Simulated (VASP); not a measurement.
## CsTa2: single point with PBE

The system is CsTa2.

```xyz
3
Lattice="2.9174 -4.4381 0.0000 2.9174 4.4381 0.0000 0.0000 0.0000 3.4159" Properties=species:S:1:pos:R:3 pbc="T T T"
Cs    0.0000    0.0000    1.7080
Ta    2.9174    1.2714    1.7080
Ta    2.9174   -1.2714    1.7080
```

The cell was built from a structure type or drawn by symmetry, and may not be a known phase.

```yaml
Program: VASP 6.6.1
Task: single point
Functional: PBE
Potentials_or_basis: VASP PAW PBE potentials, release 64 (Cs_sv, Ta_pv)
Cutoff: 520 eV
k_mesh: 4 × 4 × 6
Occupations: gaussian, width 0.1 eV
Spin: no spin polarisation
```

- Pressure: -4.5 GPa
- Largest force: 1.327 eV/Å
- Band gap on the k mesh: zero (an odd number of electrons rules out a gap without spin polarisation)

Forces on the atoms (eV/Å):
```
Cs   0.000  0.000  0.000
Ta   0.000  1.327  0.000
Ta   0.000 -1.327  0.000
```

Stress tensor (GPa, compression positive):
```
 -1.06   0.00   0.00
  0.00   2.96   0.00
  0.00   0.00 -15.46
```

Levels at points of the mesh, in eV from the Fermi level:
```
           k point  band 12  band 13  band 14  band 15  band 16  band 17  band 18  band 19
(0.00, 0.00, 0.00)    -1.41    -0.92    -0.79    -0.34     0.52     0.53     1.24     1.73
(0.50, 0.00, 0.00)    -3.01    -1.33    -0.74    -0.16    -0.05     0.47     0.85     1.58
(0.50, 0.50, 0.00)    -2.20    -1.56    -1.40    -0.14     0.23     0.77     0.94     1.99
(0.00, 0.00, 0.50)    -1.75    -0.80    -0.60    -0.06     0.26     0.33     0.70     0.82
(0.50, 0.00, 0.50)    -1.85    -1.17    -0.91    -0.84     0.19     0.47     1.35     1.71
(0.50, 0.50, 0.50)    -1.92    -1.58    -1.22    -1.05     0.17     0.25     1.25     2.60
```

It took 38 s on 1 thread of AMD EPYC 9R45 96-Core Processor (Zen 5) (shared host), peak memory 0.2 GiB.

Caveat: the cell stands under tension; spin-orbit coupling is left out, which moves the levels of the heavy elements; forces of over 1 eV/Å act on the atoms, so gaps and moduli don't describe the material at rest.
